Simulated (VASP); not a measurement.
Write the native input for VASP 6.6.1 that does the following.

```yaml
Task: single point
Functional: PBE
Potentials_or_basis: VASP PAW PBE potentials, release 64 (Ga_d, As, P)
Cutoff: 520 eV
k_mesh: 2 × 2 × 2
Occupations: gaussian, width 0.02 eV
Spin: no spin polarisation
Dipole_correction: no
Further_INCAR_settings: LREAL = Auto; ALGO = Normal; EDIFF = 1e-06; NBANDS = 82
```

The structure of Ga8AsP6 (a cell with a defect) lies in POSCAR:

```
Ga8AsP6
1.0
   -5.5051169764      5.5051169764      0.0000000000
   -5.5051169764      0.0000000000      5.5051169764
    0.0000000000      5.5051169764      5.5051169764
Ga As P
8 1 6
Direct
    1.0480678294      0.9577569419      0.4577559407
    0.4512567146      1.0541594347      0.5541595234
    0.9738635024      0.5097140555      0.4995093677
    0.9738631391      0.9995085524      0.0097190487
    0.5280690696      0.5096033403      0.4995577772
    0.5280717036      0.9995575977      0.0096017033
    1.0138563856      0.4916783806     -0.0083229839
    0.4951734017      0.5103874290      0.0103864278
    0.6688778850      0.8365077472      0.3365089258
    0.9065274219      0.3343720956      0.3637218807
    0.9065296017      0.8637228819      0.8343714620
    0.3533161981      0.4180172755      0.3864708069
    0.3533171063      0.8864712632      0.9180171869
    0.8678543109      0.3767615673      0.8767612969
    0.3896892671      0.3767814578      0.8767815508
```

One way to write it, as run:

INCAR

```
SYSTEM = Ga8AsP6
ALGO = Normal
EDIFF = 1E-6
ENCUT = 520
GGA = PE
ISIF = 2
ISMEAR = 0
LASPH = .TRUE.
LCHARG = .FALSE.
LREAL = Auto
LWAVE = .FALSE.
NBANDS = 82
NELM = 100
PREC = Accurate
SIGMA = 0.02
```

KPOINTS

```
k-points
0
G
  2 2 2
  0 0 0
```

Potentials or basis: VASP PAW PBE potentials, release 64 (Ga_d, As, P).

Launch:

```sh
$ cat potpaw_PBE.64/Ga_d/POTCAR potpaw_PBE.64/As/POTCAR potpaw_PBE.64/P/POTCAR > POTCAR
$ mpirun -np 1 vasp_std > vasp.out
```

Results of the run:

| Quantity | Value |
| --- | --- |
| Pressure | -1.0 GPa |
| Largest force | 0.018 eV/Å |
| Band gap on the k mesh | zero (an odd number of electrons rules out a gap without spin polarisation) |

Caveat: the k points lie up to 0.49 Å⁻¹ apart, too coarse for converged energies and pressures of a metal.

Wall time 5.8 min on 1 thread of AMD EPYC 7R13 Processor (Zen 3) (shared host), peak memory 0.5 GiB.
